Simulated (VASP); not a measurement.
# N in VASP: a series of runs

N is run at these levels: PBE+D4, PBE; tasks: single point.

Program: VASP 6.6.1. These are calculated values, not measurements. Logs are shortened: lines on timing, memory, paths and dates and some standing lists are left out, and cuts for length are marked.

## (1) The cell of the first run

The structure is cubic, space group Fm-3m (No. 225). The conventional cell has a = 3.199 Å, b = 3.199 Å, c = 3.199 Å, α = 90.00°, β = 90.00°, γ = 90.00°. N (site symmetry m-3m) has 12 N at 2.26 Å within 3.0 Å.

## (2) Single point, PBE+D4

The input, INCAR:

```
SYSTEM = N
  PREC = Accurate
  ENCUT = 600
  EDIFF = 1E-6
  ISMEAR = 0
  SIGMA = 0.1
  LREAL = .False.
  LASPH = .True.
  NELM = 120
  ALGO = Normal
  ISIF = 2
  LWAVE = .False.
  LCHARG = .False.
  GGA = PE
  IVDW = 13
  NBANDS = 8
  GGA_COMPAT = .False.
```

The input, KPOINTS:

```
regular mesh
0
Gamma
  22 22 22
  0 0 0
```

The input, POSCAR:

```
N
1.0
    0.0000000000      1.5992730499      1.5992730499
    1.5992730499      0.0000000000      1.5992730499
    1.5992730499      1.5992730499      0.0000000000
N
1
Direct
    0.0000000000      0.0000000000      0.0000000000
```

Potentials or basis: VASP PAW PBE potentials, release 64 (N).

Run with:

```sh
$ cat potpaw_PBE.64/N/POTCAR > POTCAR
$ mpirun -np 1 vasp_std > vasp.out
```

OUTCAR:

```text
SYSTEM = N
   PREC = Accurate
   ENCUT = 600
   EDIFF = 1E-6
   ISMEAR = 0
   LREAL = .False.
   LASPH = .True.
   NELM = 120
   ISIF = 2
   GGA = PE
   IVDW = 13

 ion  position               nearest neighbor table
   1  0.000  0.000  0.000-

  LATTYP: Found a face centered cubic cell.
 ALAT       =     3.1985460998

  Lattice vectors:

 A1 = (   0.0000000000,   1.5992730499,   1.5992730499)
 A2 = (   1.5992730499,   0.0000000000,   1.5992730499)
 A3 = (   1.5992730499,   1.5992730499,   0.0000000000)

Analysis of symmetry for initial positions (statically):
=====================================================================
 Subroutine PRICEL returns:
 Original cell was already a primitive cell.

 Routine SETGRP: Setting up the symmetry group for a
 face centered cubic supercell.

 Subroutine GETGRP returns: Found 48 space group operations
 (whereof 48 operations were pure point group operations)
 out of a pool of 48 trial point group operations.

The static configuration has the point symmetry O_h .

Analysis of symmetry for dynamics (positions and initial velocities):
=====================================================================
 Subroutine PRICEL returns:
 Original cell was already a primitive cell.

 Routine SETGRP: Setting up the symmetry group for a
 face centered cubic supercell.

 Subroutine GETGRP returns: Found 48 space group operations
 (whereof 48 operations were pure point group operations)
 out of a pool of 48 trial point group operations.

The dynamic configuration has the point symmetry O_h .

 Subroutine INISYM returns: Found 48 space group operations
 (whereof 48 operations are pure point group operations),
 and found     1 'primitive' translations

----------------------------------------------------------------------------------------

                                     Primitive cell

  volume of cell :       8.1808

  direct lattice vectors                    reciprocal lattice vectors
     0.000000000  1.599273050  1.599273050    -0.312642047  0.312642047  0.312642047
     1.599273050  0.000000000  1.599273050     0.312642047 -0.312642047  0.312642047
     1.599273050  1.599273050  0.000000000     0.312642047  0.312642047 -0.312642047

  length of vectors
     2.261713637  2.261713637  2.261713637     0.541511910  0.541511910  0.541511910

  position of ions in fractional coordinates (direct lattice)
     0.000000000  0.000000000  0.000000000

[... 77 lines left out ...]
   EDIFFG = 0.1E-04   stopping-criterion for IOM
   NSW    =      0    number of steps for IOM
   IBRION =     -1    ionic relax: 0-MD 1-quasi-New 2-CG
   NFREE  =      0    steps in history (QN), initial steepest desc. (CG)
   ISIF   =      2    stress and relaxation
   ISYM   =      2    0-nonsym 1-usesym 2-fastsym
   POTIM  = 0.5000    time-step for ionic-motion
   TEBEG  =    0.0;   TEEND  =   0.0 temperature during run
   PSTRESS=    0.0 pullay stress
   NELECT =       5.0000    total number of electrons
   NUPDOWN=      -1.0000    fix difference up-down
   EMIN   =  10.00;   EMAX   =-10.00  energy-range for DOS
   EFERMI =   0.00;   METHOD = LEGACY
   ISMEAR =     0;   SIGMA  =   0.10  broadening in eV -4-tet -1-fermi 0-gaus
   EFERMI_NEDOS =   21; number of points for ismear=-14 and -15
   IALGO  =     38    algorithm
   IMIX   =      4    mixing-type and parameters
     AMIX     =   0.40;   BMIX     =  1.00
     AMIX_MAG =   1.60;   BMIX_MAG =  1.00
  volume/ion in A,a.u.               =       8.18        55.21
  Fermi-wavevector in a.u.,A,eV,Ry     =   1.389309  2.625414 26.261690  1.930180
  Thomas-Fermi vector in A             =   2.513352
   LORBIT       =      0    0 simple, 1 ext, 2 COOP (PROOUT), +10 PAW based schemes
   GGA     = PE    functional components
   LHFCALC =     F    Hartree Fock is set to
   AEXX    =    0.0000 exact exchange contribution
   IVDW    =    13    specifies the selected vdW correction
   LEPSILON=     F    determine dielectric tensor
   LRPA    =     F    only Hartree local field effects (RPA)
 non-spin polarized calculation
 Gauss-broadening in eV      SIGMA  =   0.10
  energy-cutoff  :      600.00
  volume of cell :        8.18
 maximum number of plane-waves:       290
   NGX =  9   NGY =  9   NGZ =  9

 number of electron       5.0000000 magnetization

 Free energy of the ion-electron system (eV)
  ---------------------------------------------------
  ext. energy  EPLUGINS =         0.00000000
  ---------------------------------------------------
  free energy    TOTEN  =        -3.81987877 eV

  energy without entropy =       -3.81572249  energy(sigma->0) =       -3.81780063

 E-fermi :   4.3795     XC(G=0): -12.1841

 val. band max:        4.3743603641   @ k =  -0.4545   0.4091   0.0909
 cond. band min:       4.3803763862   @ k =   0.5000   0.4545   0.0455
 fundamental gap:      0.0060160221
 Fermi energy:         4.3795439647

 k-point     1 :       0.0000    0.0000    0.0000
  band No.  band energies     occupation
      1     -14.7533      2.00000
      2       8.0033      0.00000
      3       8.0033      0.00000
      4       8.0033      0.00000
      5      25.9363      0.00000
      6      35.2882      0.00000
      7      35.2882      0.00000
      8      35.2882      0.00000
[... 243 lines left out ...]
 k-point    24 :      -0.4545    0.0455    0.0000
  band No.  band energies     occupation
      1      -8.8250      2.00000
      2      -2.7656      2.00000
      3       6.7496      0.00000
      4       6.9431      0.00000
      5      25.6692      0.00000
      6      29.3008      0.00000
      7      32.9679      0.00000
      8      33.1360      0.00000

 [... further k-points ...]

------------------------ aborting loop because EDIFF is reached ----------------------------------------

  DFT-D4 for vdW energy calculation

  Edisp (eV):   -0.17285

  FORCE on cell =-STRESS in cart. coord.  units (eV):
  Direction    XX          YY          ZZ          XY          YZ          ZX
  --------------------------------------------------------------------------------------
  -------------------------------------------------------------------------------------
  Total      -0.71219    -0.71219    -0.71219     0.00000     0.00000     0.00000
  in kB    -139.47868  -139.47868  -139.47868     0.00000     0.00000     0.00000
  external pressure =     -139.48 kB  Pullay stress =        0.00 kB

 VOLUME and BASIS-vectors are now :
 -----------------------------------------------------------------------------
  energy-cutoff  :      600.00
  volume of cell :        8.18
      direct lattice vectors                 reciprocal lattice vectors
     0.000000000  1.599273050  1.599273050    -0.312642047  0.312642047  0.312642047
     1.599273050  0.000000000  1.599273050     0.312642047 -0.312642047  0.312642047
     1.599273050  1.599273050  0.000000000     0.312642047  0.312642047 -0.312642047

 POSITION                                       TOTAL-FORCE (eV/Angst)
 -----------------------------------------------------------------------------------
      0.00000      0.00000      0.00000         0.000000     -0.000000      0.000000
 -----------------------------------------------------------------------------------
    total drift:                                0.000000      0.000000      0.000000

  FREE ENERGIE OF THE ION-ELECTRON SYSTEM (eV)
  ---------------------------------------------------
  free  energy   TOTEN  =        -3.9927278742 eV

  energy  without entropy=       -3.9885715983  energy(sigma->0) =       -3.99064974
```

Run time: 35 s. Hardware: 1 thread of Intel Xeon 8259CL, shared host; peak memory 0.13 GiB.

What came out:

```yaml
Free_energy: -3.9927 eV
Pressure: -13.9 GPa
Band_gap_on_the_k_mesh: zero (an odd number of electrons rules out a gap without spin polarisation)
Dispersion_energy_per_atom: -0.173 eV
```

Caveat: the cell stands under tension.

## (3) Single point, PBE (strained)

The input, INCAR:

```
  PREC = Accurate
  ENCUT = 600
  EDIFF = 1E-6
  ISMEAR = 0
  SIGMA = 0.1
  LREAL = False
  LASPH = True
  NELM = 120
  ALGO = Normal
  ISIF = 2
  LWAVE = False
  LCHARG = True
  GGA = PE
  LELF = True
  LVHAR = True
  NBANDS = 8
  GGA_COMPAT = False
```

The input, KPOINTS:

```
Automatic mesh
0
Gamma
  20 20 20
```

The input, POSCAR:

```
N
1.0
    0.0000000000      1.5410518413      1.5410518413
    1.5218001526     -0.0040554405      1.5451072818
    1.5108302638      1.5341373930      0.0069144483
N
1
Direct
    0.0000000000      0.0000000000      0.0000000000
```

Potentials or basis: VASP PAW PBE potentials, release 64 (N).

Run with:

```sh
$ cat potpaw_PBE.64/N/POTCAR > POTCAR
$ mpirun -np 1 vasp_std > vasp.out
```

It took 2.6 min on 1 thread of Intel Xeon 8259CL, shared host; peak memory 0.23 GiB.

It converged, with:

```yaml
Free_energy: -3.8307 eV
Pressure: 10.3 GPa
Band_gap_on_the_k_mesh: zero (an odd number of electrons rules out a gap without spin polarisation)
```

Stress tensor (GPa, compression positive):
```
 5.92 -1.53  1.53
-1.53 12.52  0.41
 1.53  0.41 12.52
```

Levels at points of the mesh, in eV from the Fermi level:
```csv
k point,band 1,band 2,band 3,band 4,band 5,band 6
"(0.00, 0.00, 0.00)",-20.72,4.21,4.25,4.36,24.64,32.28
"(0.50, 0.00, 0.00)",-13.53,-8.62,2.93,3.14,22.90,27.60
"(0.00, 0.50, 0.00)",-13.61,-8.63,2.96,3.21,23.02,27.58
"(0.50, 0.50, 0.00)",-10.90,-7.15,0.08,0.34,15.41,18.99
"(0.00, 0.00, 0.50)",-13.38,-8.59,2.85,3.04,22.68,27.62
"(0.00, 0.50, 0.50)",-10.59,-6.95,-0.05,0.00,15.08,18.62
```

Caveat: the cell differs from its parent crystal (strained); the cell stands under pressure.
